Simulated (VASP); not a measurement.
# Eu (Im-3m) in VASP: notebook

The runs below take Eu through single point, with LDA.

Program: VASP 6.6.1. These are calculated values, not measurements. Logs are shortened: lines on timing, memory, paths and dates and some standing lists are left out, and cuts for length are marked.

**1. The cell of the first run**

The structure is cubic, space group Im-3m (No. 229). The conventional cell has a = 4.512 Å, b = 4.512 Å, c = 4.512 Å, α = 90.00°, β = 90.00°, γ = 90.00°. Within 5.1 Å of Eu (site symmetry m-3m) lie 14 Eu at 3.91 to 4.51 Å.

**2. Single point, LDA, collinear spin, ferromagnetic start**

The input, INCAR:

```
PREC = Accurate
ENCUT = 520
EDIFF = 1E-7
ISMEAR = -1
SIGMA = 0.05
LREAL = F
LASPH = T
NELM = 150
ALGO = Normal
ISIF = 2
LWAVE = F
LCHARG = T
ISPIN = 2
MAGMOM = 7
LORBIT = 11
LMAXMIX = 6
GGA = CA
LELF = T
LVHAR = T
NBANDS = 18
```

The input, KPOINTS:

```
Automatic mesh
0
Gamma
  8 8 8
```

The input, POSCAR:

```
Eu
1.0
   -2.2559868084      2.2559868084      2.2559868084
    2.2559868084     -2.2559868084      2.2559868084
    2.2559868084      2.2559868084     -2.2559868084
Eu
1
Direct
    0.0000000000      0.0000000000      0.0000000000
```

Potentials or basis: VASP PAW PBE potentials, release 64 (Eu).

On the command line:

```bash
> cat potpaw_PBE.64/Eu/POTCAR > POTCAR
> mpirun -np 1 vasp_std > vasp.out
```

OUTCAR:

```text
PREC = Accurate
   ENCUT = 520
   EDIFF = 1E-7
   ISMEAR = -1
   LREAL = F
   LASPH = T
   NELM = 150
   ISIF = 2
   ISPIN = 2
   LORBIT = 11
   GGA = CA

 ion  position               nearest neighbor table
   1  0.000  0.000  0.000-

  LATTYP: Found a body centered cubic cell.
 ALAT       =     4.5119736168

  Lattice vectors:

 A1 = (  -2.2559868084,   2.2559868084,   2.2559868084)
 A2 = (   2.2559868084,  -2.2559868084,   2.2559868084)
 A3 = (   2.2559868084,   2.2559868084,  -2.2559868084)

Analysis of symmetry for initial positions (statically):
=====================================================================
 Subroutine PRICEL returns:
 Original cell was already a primitive cell.

 Routine SETGRP: Setting up the symmetry group for a
 body centered cubic supercell.

 Subroutine GETGRP returns: Found 48 space group operations
 (whereof 48 operations were pure point group operations)
 out of a pool of 48 trial point group operations.

The static configuration has the point symmetry O_h .

Analysis of symmetry for dynamics (positions and initial velocities):
=====================================================================
 Subroutine PRICEL returns:
 Original cell was already a primitive cell.

 Routine SETGRP: Setting up the symmetry group for a
 body centered cubic supercell.

 Subroutine GETGRP returns: Found 48 space group operations
 (whereof 48 operations were pure point group operations)
 out of a pool of 48 trial point group operations.

The dynamic configuration has the point symmetry O_h .

Analysis of structural, dynamic, and magnetic symmetry:
=====================================================================
 Subroutine PRICEL returns:
 Original cell was already a primitive cell.

 Routine SETGRP: Setting up the symmetry group for a
 body centered cubic supercell.

 Subroutine GETGRP returns: Found 48 space group operations
 (whereof 48 operations were pure point group operations)
 out of a pool of 48 trial point group operations.

The overall configuration has the point symmetry O_h .

 Subroutine INISYM returns: Found 48 space group operations
 (whereof 48 operations are pure point group operations),
 and found     1 'primitive' translations

----------------------------------------------------------------------------------------

                                     Primitive cell

  volume of cell :      45.9272

  direct lattice vectors                    reciprocal lattice vectors
    -2.255986808  2.255986808  2.255986808     0.000000000  0.221632502  0.221632502
     2.255986808 -2.255986808  2.255986808     0.221632502  0.000000000  0.221632502
     2.255986808  2.255986808 -2.255986808     0.221632502  0.221632502  0.000000000

  length of vectors
     3.907483773  3.907483773  3.907483773     0.313435690  0.313435690  0.313435690

  position of ions in fractional coordinates (direct lattice)
     0.000000000  0.000000000  0.000000000

  ion indices of the primitive-cell ions
   primitive index   ion index
                 1           1

----------------------------------------------------------------------------------------

 KPOINTS: Automatic mesh

Automatic generation of k-mesh.
 Grid dimensions read from file:
 generate k-points for:    8    8    8

 Generating k-lattice:

  Cartesian coordinates                     Fractional coordinates (reciprocal lattice)
     0.000000000  0.027704063  0.027704063     0.125000000  0.000000000  0.000000000
     0.027704063  0.000000000  0.027704063     0.000000000  0.125000000  0.000000000
     0.027704063  0.027704063  0.000000000     0.000000000  0.000000000  0.125000000

  Length of vectors
     0.039179461  0.039179461  0.039179461

  Shift w.r.t. Gamma in fractional coordinates (k-lattice)
     0.000000000  0.000000000  0.000000000

 Subroutine IBZKPT returns following result:
 ===========================================

 Found     29 irreducible k-points:

 Following reciprocal coordinates:
            Coordinates               Weight
  0.000000  0.000000  0.000000      1.000000
[... 43 lines left out ...]
  ---------------------------------------------------
  free energy    TOTEN  =       -11.25415194 eV

  energy without entropy =      -11.24311795  energy(sigma->0) =      -11.24863495

 E-fermi :   1.5255     XC(G=0):  -8.7557

 val. band max:        1.5152184498   @ k =  -0.3750  -0.3750   0.1250
 cond. band min:       1.6029995854   @ k =  -0.3750   0.5000   0.2500
 fundamental gap:      0.0877811356
 Fermi energy:         1.5254512796

 spin component 1

 k-point     1 :       0.0000    0.0000    0.0000
  band No.  band energies     occupation
      1     -39.9059      1.00000
      2     -18.6612      1.00000
      3     -18.6612      1.00000
      4     -18.6612      1.00000
      5      -2.6372      1.00000
      6       1.0257      0.99995
[... 10 lines left out ...]
     17       4.8309      0.00000
     18      10.7411      0.00000

 k-point     2 :       0.1250    0.0000    0.0000
  band No.  band energies     occupation
      1     -39.9024      1.00000
      2     -18.7133      1.00000
      3     -18.6781      1.00000
      4     -18.6612      1.00000
      5      -2.3103      1.00000
      6       1.0241      0.99996
[... 10 lines left out ...]
     17       4.8510      0.00000
     18      10.9816      0.00000
[... 442 lines left out ...]
 k-point    24 :      -0.3750    0.3750    0.2500
  band No.  band energies     occupation
      1     -39.8752      1.00000
      2     -18.9168      1.00000
      3     -18.8234      1.00000
      4     -18.7895      1.00000
      5       0.4291      1.00000
      6       0.9333      0.99999
[... 10 lines left out ...]
     17       5.6208      0.00000
     18       9.1060      0.00000

 [... further k-points ...]

 spin component 2

 k-point     1 :       0.0000    0.0000    0.0000
  band No.  band energies     occupation
      1     -37.0716      1.00000
      2     -16.4924      1.00000
      3     -16.4924      1.00000
      4     -16.4924      1.00000
      5      -2.0760      1.00000
      6       4.0769      0.00000
[... 10 lines left out ...]
     17       5.8039      0.00000
     18      11.5496      0.00000

 k-point     2 :       0.1250    0.0000    0.0000
  band No.  band energies     occupation
      1     -37.0670      1.00000
      2     -16.5592      1.00000
      3     -16.5134      1.00000
      4     -16.4926      1.00000
      5      -1.7355      1.00000
      6       3.7807      0.00000
[... 10 lines left out ...]
     17       5.9599      0.00000
     18      11.8024      0.00000
[... 442 lines left out ...]
 k-point    24 :      -0.3750    0.3750    0.2500
  band No.  band energies     occupation
      1     -37.0320      1.00000
      2     -16.8147      1.00000
      3     -16.6941      1.00000
      4     -16.6531      1.00000
      5       1.0935      0.99982
      6       2.1213      0.00001
[... 10 lines left out ...]
     17       6.8767      0.00000
     18      10.1510      0.00000

 [... further k-points ...]
[... 5 lines left out ...]
  --------------------------------------------------------------------------------------
  -------------------------------------------------------------------------------------
  Total       -1.0352699     -1.0352699     -1.0352699     -0.0000000     -0.0000000     -0.0000000
  in kB      -36.1155728    -36.1155728    -36.1155728     -0.0000000     -0.0000000     -0.0000000
  external PRESSURE =     -36.1155728 kB  Pullay stress =       0.0000000 kB

 VOLUME and BASIS-vectors are now :
 -----------------------------------------------------------------------------
  energy-cutoff  :      520.00
  volume of cell :       45.93
      direct lattice vectors                 reciprocal lattice vectors
    -2.255986808  2.255986808  2.255986808     0.000000000  0.221632502  0.221632502
     2.255986808 -2.255986808  2.255986808     0.221632502  0.000000000  0.221632502
     2.255986808  2.255986808 -2.255986808     0.221632502  0.221632502  0.000000000

 POSITION                                       TOTAL-FORCE (eV/Angst)
 -----------------------------------------------------------------------------------
      0.00000      0.00000      0.00000        -0.000000      0.000000     -0.000000
 -----------------------------------------------------------------------------------
    total drift:                               -0.000000     -0.000000      0.000000

  FREE ENERGIE OF THE ION-ELECTRON SYSTEM (eV)
  ---------------------------------------------------
  free  energy   TOTEN  =       -11.2541519444 eV

  energy  without entropy=      -11.2431179538  energy(sigma->0) =      -11.24863495

 total charge

# of ion       s       p       d       f       tot
--------------------------------------------------
    1        2.079   5.656   0.262   6.666  14.663

 magnetization (x)

# of ion       s       p       d       f       tot
--------------------------------------------------
    1       -0.001  -0.078   0.103   6.664   6.688
```

Wall time 98 s (1 thread of AMD EPYC 7R13, shared host); peak memory 0.19 GiB.

Results:

* Free energy: -11.2542 eV
* Pressure: -3.6 GPa
* Net moment: 7.21 μB per cell
* Site moments: Eu +6.69 μB
* Valence electrons inside the program's atomic spheres: Eu 14.66

Levels at points of the mesh, in eV from the Fermi level:
Spin up:
| k point | band 10 | band 11 | band 12 | band 13 | band 14 | band 15 |
| --- | --- | --- | --- | --- | --- | --- |
| (0.00, 0.00, 0.00) | -0.35 | -0.35 | -0.31 | 1.68 | 1.68 | 1.68 |
| (0.50, 0.00, 0.00) | -0.37 | -0.36 | -0.34 | 0.44 | 0.76 | 3.14 |
| (0.50, 0.50, 0.50) | -0.46 | -0.33 | -0.33 | -0.33 | 4.63 | 4.63 |
Spin down:
| k point | band 1 | band 2 | band 3 | band 4 | band 5 | band 6 | band 7 | band 8 | band 9 | band 10 |
| --- | --- | --- | --- | --- | --- | --- | --- | --- | --- | --- |
| (0.00, 0.00, 0.00) | -38.60 | -18.02 | -18.02 | -18.02 | -3.60 | 2.55 | 2.55 | 2.55 | 3.64 | 3.64 |
| (0.50, 0.00, 0.00) | -38.57 | -18.45 | -18.16 | -18.02 | -0.98 | 1.20 | 1.31 | 3.59 | 3.83 | 3.89 |
| (0.50, 0.50, 0.50) | -38.54 | -18.32 | -18.32 | -18.32 | -0.26 | -0.26 | 3.59 | 3.59 | 3.59 | 3.77 |

Caveat: the cell stands under tension; the PAW data sets were made with another functional, which shifts forces and pressure a little; spin-orbit coupling is left out, which moves the levels of the heavy elements; semilocal functionals describe open f shells poorly, which spoils levels, moments and volumes. The state reached can hang on the start; a lower one may exist.

**3. Single point, LDA, collinear spin, ferromagnetic start**

This run uses another cell than the first one, of 46.90 Å³/atom.

The input, INCAR:

```
SYSTEM = Eu
ALGO     = Normal         ! electronic algorithm
EDIFF    = 1E-7           ! SCF threshold, eV
ENCUT    = 520            ! plane-wave cutoff, eV
GGA      = CA             ! functional
ISIF     = 2              ! what is computed and relaxed
ISMEAR   = -1             ! smearing method
ISPIN    = 2              ! spin polarisation
LASPH    = .True.         ! aspherical terms in the spheres
LCHARG   = .True.         ! write CHGCAR
LELF     = .True.         ! ELF
LMAXMIX  = 6              ! l up to which the mixer works
LORBIT   = 11             ! projections on sites
LREAL    = .False.        ! projectors in reciprocal space
LVHAR    = .True.       
LWAVE    = .False.        ! write WAVECAR
MAGMOM   = 7              ! initial moments
NBANDS   = 18             ! bands
NELM     = 150            ! most SCF steps
PREC     = Accurate       ! precision mode
SIGMA    = 0.05           ! smearing width, eV
```

The input, KPOINTS:

```
k-points
0
Gamma
  8 8 8
  0 0 0
```

The input, POSCAR:

```
Eu
1.0
   -2.2718745629      2.2718745629      2.2718745629
    2.2718745629     -2.2718745629      2.2718745629
    2.2718745629      2.2718745629     -2.2718745629
Eu
1
Direct
    0.0000000000      0.0000000000      0.0000000000
```

Potentials or basis: VASP PAW PBE potentials, release 64 (Eu).

On the command line:

```bash
> cat potpaw_PBE.64/Eu/POTCAR > POTCAR
> mpirun -np 1 vasp_std > vasp.out
```

It took 99 s on 1 thread of AMD EPYC 7R13, shared host; peak memory 0.19 GiB.

Results (log left out):

```yaml
Free_energy: -11.2322 eV
Pressure: -3.7 GPa
Net_moment: 7.22 μB per cell
Site_moments: Eu +6.69 μB
Valence_electrons_inside_the_program's_atomic_spheres: Eu 14.66
```

Levels at points of the mesh, in eV from the Fermi level:
Spin up:
```
           k point  band 8  band 9  band 10  band 11  band 12  band 13  band 14  band 15  band 16  band 17
(0.00, 0.00, 0.00)   -0.50   -0.36    -0.36    -0.36    -0.32     1.65     1.65     1.65     3.25     3.25
(0.50, 0.00, 0.00)   -0.46   -0.39    -0.38    -0.36    -0.34     0.44     0.71     3.08     3.75     5.20
(0.50, 0.50, 0.50)   -0.46   -0.46    -0.46    -0.34    -0.34    -0.34     4.51     4.51     4.51     4.73
```
Spin down:
| k point | band 1 | band 2 | band 3 | band 4 | band 5 | band 6 | band 7 | band 8 | band 9 | band 10 |
| --- | --- | --- | --- | --- | --- | --- | --- | --- | --- | --- |
| (0.00, 0.00, 0.00) | -38.62 | -18.05 | -18.05 | -18.05 | -3.58 | 2.53 | 2.53 | 2.53 | 3.65 | 3.65 |
| (0.50, 0.00, 0.00) | -38.59 | -18.46 | -18.18 | -18.05 | -0.96 | 1.20 | 1.25 | 3.59 | 3.83 | 3.89 |
| (0.50, 0.50, 0.50) | -38.56 | -18.34 | -18.34 | -18.34 | -0.22 | -0.22 | 3.57 | 3.57 | 3.57 | 3.77 |

Caveat: the cell stands under tension; the PAW data sets were made with another functional, which shifts forces and pressure a little; spin-orbit coupling is left out, which moves the levels of the heavy elements; semilocal functionals describe open f shells poorly, which spoils levels, moments and volumes.

**4. Single point, LDA, collinear spin, ferromagnetic start**

This run uses another cell than the first one, of 49.84 Å³/atom.

The input, INCAR:

```
SYSTEM = Eu
ALGO = Normal
EDIFF = 1E-6
ENCUT = 520
GGA = CA
ISIF = 2
ISMEAR = -1
ISPIN = 2
LASPH = .TRUE.
LCHARG = .FALSE.
LMAXMIX = 6
LORBIT = 11
LREAL = .FALSE.
LWAVE = .FALSE.
MAGMOM = 7
NBANDS = 18
NELM = 150
PREC = Accurate
SIGMA = 0.05
```

The input, KPOINTS:

```
k-points
0
G
  8 8 8
  0 0 0
```

The input, POSCAR:

```
Eu
1.0
   -2.3182521001      2.3182521001      2.3182521001
    2.3182521001     -2.3182521001      2.3182521001
    2.3182521001      2.3182521001     -2.3182521001
Eu
1
Direct
    0.0000000000      0.0000000000      0.0000000000
```

On the command line:

```bash
> cat potpaw_PBE.64/Eu/POTCAR > POTCAR
> mpirun -np 1 vasp_std > vasp.out
```

It took 69 s on 1 thread of AMD EPYC 7R13, shared host; peak memory 0.19 GiB.

Results (log left out):

* Free energy: -11.1629 eV
* Pressure: -3.8 GPa
* Net moment: 7.25 μB per cell
* Site moments: Eu +6.71 μB
* Valence electrons inside the program's atomic spheres: Eu 14.66

Levels at points of the mesh, in eV from the Fermi level:
Spin up:
```
           k point  band 9  band 10  band 11  band 12  band 13  band 14  band 15  band 16
(0.00, 0.00, 0.00)   -0.38    -0.38    -0.38    -0.35     1.59     1.59     1.59     3.09
(0.50, 0.00, 0.00)   -0.41    -0.40    -0.39    -0.37     0.45     0.56     2.90     3.54
(0.50, 0.50, 0.50)   -0.47    -0.47    -0.36    -0.36    -0.36     4.20     4.20     4.20
```
Spin down:
```tsv
k point	band 1	band 2	band 3	band 4	band 5	band 6	band 7	band 8	band 9	band 10
(0.00, 0.00, 0.00)	-38.67	-18.15	-18.15	-18.15	-3.51	2.45	2.45	2.45	3.65	3.65
(0.50, 0.00, 0.00)	-38.65	-18.48	-18.26	-18.15	-0.92	1.09	1.20	3.60	3.82	3.86
(0.50, 0.50, 0.50)	-38.63	-18.38	-18.38	-18.38	-0.14	-0.14	3.52	3.52	3.52	3.77
```

Caveat: the cell stands under tension; the PAW data sets were made with another functional, which shifts forces and pressure a little; spin-orbit coupling is left out, which moves the levels of the heavy elements; semilocal functionals describe open f shells poorly, which spoils levels, moments and volumes. The state reached can hang on the start; a lower one may exist.

**5. Single point, LDA, collinear spin, ferromagnetic start**

This run uses another cell than the first one, of 50.81 Å³/atom.

The input, INCAR:

```
PREC = Accurate
ENCUT = 520
EDIFF = 1E-6
ISMEAR = -1
SIGMA = 0.05
LREAL = F
LASPH = T
NELM = 150
ALGO = Normal
ISIF = 2
LWAVE = F
LCHARG = F
ISPIN = 2
MAGMOM = 7
LORBIT = 11
LMAXMIX = 6
GGA = CA
NBANDS = 18
```

The input, KPOINTS:

```
regular mesh
0
Gamma
  8 8 8
```

The input, POSCAR:

```
Eu
1.0
   -2.3333061070      2.3333061070      2.3333061070
    2.3333061070     -2.3333061070      2.3333061070
    2.3333061070      2.3333061070     -2.3333061070
Eu
1
Direct
    0.0000000000      0.0000000000      0.0000000000
```

On the command line:

```bash
> cat potpaw_PBE.64/Eu/POTCAR > POTCAR
> mpirun -np 1 vasp_std > vasp.out
```

It took 94 s on 1 thread of AMD EPYC 7R13, shared host; peak memory 0.19 GiB.

It converged, with:

```yaml
Free_energy: -11.1389 eV
Pressure: -4.0 GPa
Net_moment: 7.26 μB per cell
Site_moments: Eu +6.71 μB
Valence_electrons_inside_the_program's_atomic_spheres: Eu 14.66
```

Levels at points of the mesh, in eV from the Fermi level:
Spin up:
```tsv
k point	band 9	band 10	band 11	band 12	band 13	band 14	band 15	band 16
(0.00, 0.00, 0.00)	-0.39	-0.39	-0.39	-0.35	1.57	1.57	1.57	3.04
(0.50, 0.00, 0.00)	-0.42	-0.41	-0.39	-0.38	0.46	0.52	2.85	3.48
(0.50, 0.50, 0.50)	-0.48	-0.48	-0.37	-0.37	-0.37	4.10	4.10	4.10
```
Spin down:
```csv
k point,band 1,band 2,band 3,band 4,band 5,band 6,band 7,band 8,band 9,band 10
"(0.00, 0.00, 0.00)",-38.69,-18.18,-18.18,-18.18,-3.49,2.43,2.43,2.43,3.66,3.66
"(0.50, 0.00, 0.00)",-38.67,-18.49,-18.28,-18.18,-0.91,1.05,1.20,3.60,3.80,3.82
"(0.50, 0.50, 0.50)",-38.65,-18.40,-18.40,-18.40,-0.11,-0.11,3.50,3.50,3.50,3.77
```

Caveat: the cell stands under tension; the PAW data sets were made with another functional, which shifts forces and pressure a little; spin-orbit coupling is left out, which moves the levels of the heavy elements; semilocal functionals describe open f shells poorly, which spoils levels, moments and volumes. The state reached can hang on the start; a lower one may exist.

**6. The runs side by side**

| cell | gap on the mesh (eV) | pressure (GPa) | moment (μB) |
| --- | --- | --- | --- |
| a = 3.907 Å, angles 109.5°, 1 atom | none | -3.6 | 7.21 |
| a = 3.935 Å, angles 109.5°, 1 atom | none | -3.7 | 7.22 |
| a = 4.015 Å, angles 109.5°, 1 atom | none | -3.8 | 7.25 |
| a = 4.041 Å, angles 109.5°, 1 atom | none | -4.0 | 7.26 |

Alike in all rows: task single point; level LDA; potentials or basis VASP PAW PBE potentials, release 64 (Eu); spin collinear, ferromagnetic start; k mesh 8 × 8 × 8; cutoff (eV) 520; smearing fermi-dirac 0.05 eV.

Caveats: the cell stands under tension; the PAW data sets were made with another functional, which shifts forces and pressure a little; spin-orbit coupling is left out, which moves the levels of the heavy elements; semilocal functionals describe open f shells poorly, which spoils levels, moments and volumes.

Total energies depend on the potentials used, so only differences within one code and one set of settings carry meaning.

The gap in the log of VASP goes by the Fermi energy; the results here count the filled bands.